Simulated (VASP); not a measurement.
Write the native input for VASP 6.6.1 that does the following.

```yaml
Task: single point
Functional: r2SCAN
Potentials_or_basis: VASP PAW PBE potentials, release 64 (Mg_sv, O)
Cutoff: 920 eV
k_mesh: 10 × 10 × 10
Occupations: gaussian, width 0.01 eV
Spin: no spin polarisation
Dipole_correction: no
Further_INCAR_settings: ALGO = Normal; EDIFF = 1e-06; NBANDS = 15
```

Crystal: MgO.

```
Mg O
1.0
     0.00000    2.16523    2.06673
     2.16523    0.00000    2.06673
     2.16523    2.16523    0.00000
Mg O
1 1
Direct
  0.00000 0.00000 0.00000
  0.50000 0.50000 0.50000
```

This cell differs from its parent crystal: epitaxial xy strain +3.0%.

One way to write it, as run:

POSCAR

```
MgO
1.0
    0.0000000000      2.1652324379      2.0667334819
    2.1652324379      0.0000000000      2.0667334819
    2.1652324379      2.1652324379      0.0000000000
Mg O
1 1
Direct
    0.0000000000      0.0000000000      0.0000000000
    0.5000000000      0.5000000000      0.5000000000
```

INCAR.step1

```
SYSTEM = MgO
ALGO = Normal
EDIFF = 1E-5
ENCUT = 920
GGA = PE
GGA_COMPAT = .FALSE.
ISMEAR = 0
LASPH = .TRUE.
LCHARG = .FALSE.
LREAL = .FALSE.
LWAVE = .TRUE.
NBANDS = 15
NELM = 120
PREC = Accurate
SIGMA = 0.01
```

INCAR.step2

```
SYSTEM = MgO
ALGO = Normal
EDIFF = 1E-6
ENCUT = 920
GGA_COMPAT = .FALSE.
ISIF = 2
ISMEAR = 0
ISTART = 1
LASPH = .TRUE.
LCHARG = .FALSE.
LMIXTAU = .TRUE.
LREAL = .FALSE.
LWAVE = .FALSE.
METAGGA = R2SCAN
NBANDS = 15
NELM = 120
PREC = Accurate
SIGMA = 0.01
```

KPOINTS

```
k-points
0
G
  10 10 10
  0 0 0
```

Potentials or basis: VASP PAW PBE potentials, release 64 (Mg_sv, O).

The run is started by

```sh
$ cat potpaw_PBE.64/Mg_sv/POTCAR potpaw_PBE.64/O/POTCAR > POTCAR
$ cp INCAR.step1 INCAR
$ mpirun -np 1 vasp_std > vasp.out
$ cp INCAR.step2 INCAR
$ mpirun -np 1 vasp_std > vasp.out
```

Results of the run:

The pressure is -5.1 GPa and the band gap on the k mesh is 5.23 eV.

Caveat: the cell differs from its parent crystal (epitaxial xy strain +3.0%); the stress differs along the axes, from -8 to 1 GPa; the PAW data sets were made with another functional, which shifts forces and pressure a little.

It took 3.3 min on 1 thread of Intel(R) Xeon(R) Platinum 8488C (Sapphire Rapids) (shared host), peak memory 0.21 GiB.
